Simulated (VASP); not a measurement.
W, 1 atom in the cell. Symmetry: Fm-3m, No. 225, cubic system. The conventional cell has a = 3.712 Å, b = 3.712 Å, c = 3.712 Å, α = 90.00°, β = 90.00°, γ = 90.00°. W (site symmetry m-3m) has 12 W at 2.62 Å within 3.5 Å.  This cell differs from its parent crystal: volume scaled by 0.8.

| Item | Value |
| --- | --- |
| Program | VASP 6.6.1 |
| Task | single point |
| Functional | PBEsol |
| Potentials or basis | VASP PAW PBE potentials, release 64 (W_sv) |
| Cutoff | 520 eV |
| k mesh | 18 × 18 × 18 |
| Occupations | fermi-dirac, width 0.05 eV |
| Spin | no spin polarisation |
| Dipole correction | no |
| Further INCAR settings | ALGO = Normal; EDIFF = 1e-06; NBANDS = 13 |

Potentials or basis: VASP PAW PBE potentials, release 64 (W_sv).

Launch:

```bash
$ cat potpaw_PBE.64/W_sv/POTCAR > POTCAR
$ mpirun -np 1 vasp_std > vasp.out
```

Hardware: 1 thread of Intel(R) Xeon(R) Platinum 8559C (Emerald Rapids) (shared host).

Question: Estimate the wall time of this run.

Answer: Run time: 16 s on 1 thread of Intel(R) Xeon(R) Platinum 8559C (Emerald Rapids) (shared host), peak memory 0.15 GiB. Counts: scf iterations 11, k points 195.
